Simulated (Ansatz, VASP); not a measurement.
One calculation of Cu, two programs

File INCAR:

```
PREC = Accurate
ENCUT = 600
EDIFF = 1E-6
ISMEAR = -1
SIGMA = 0.05
LREAL = F
LASPH = T
NELM = 120
ALGO = Normal
ISIF = 2
LWAVE = F
LCHARG = F
GGA = RE
IVDW = 12
NBANDS = 12
GGA_COMPAT = F
```

The input KPOINTS:

```
regular mesh
0
Gamma
  13 13 13
```

POSCAR

```
Cu
1.0
    0.0000000000      1.8194705475      1.8194705475
    1.8194705475      0.0000000000      1.8194705475
    1.8194705475      1.8194705475      0.0000000000
Cu
1
Direct
    0.0000000000      0.0000000000      0.0000000000
```

Contents of input.yaml:

```yaml
crystal:
  lattice:
    - [0.0, 1.8194705475, 1.8194705475]
    - [1.8194705475, 0.0, 1.8194705475]
    - [1.8194705475, 1.8194705475, 0.0]
  atoms:
    - { symbol: Cu, position: [0.0, 0.0, 0.0] }
hamiltonian:
  xc: revpbe
  pseudopotentials: { kind: paw }
  dispersion: d3bj
kpoints:
  mp_grid: { grid: [13, 13, 13] }
scf:
  occupations: { method: fermi_dirac, width: 0.05 }
output:
  forces: true
  stress: true
  eigenvalues: true
  write_density: true
  write_potential: true
  elf: true
  volumetric_format: npy
```

Alike in both runs: task single point; functional revPBE; dispersion D3(BJ); k mesh 13 × 13 × 13; occupations fermi-dirac, width 0.05 eV; no spin polarisation.

|  | VASP | Ansatz |
| --- | --- | --- |
| version | VASP 6.6.1 | Ansatz 0.2.0 |
| potentials or method | VASP PAW PBE potentials, release 64 (Cu) | Ansatz PAW |
| plane-wave cutoff (eV) | 600 | 420 |
| valence electrons in the cell | 11 | 19 |

|  | VASP | Ansatz | Ansatz less VASP |
| --- | --- | --- | --- |
| gap on the k mesh at the Fermi level (eV) | none | none | - |
| pressure (GPa) | -12.4 | -13.1 | -0.65 |

VASP's potentials were made for PBE, not for revPBE. A gap of «none» marks a metal or a gap that the smearing closes. VASP's potentials hold 11 valence electrons a cell and Ansatz's 19, so a difference there can come from the potentials and not from the codes.
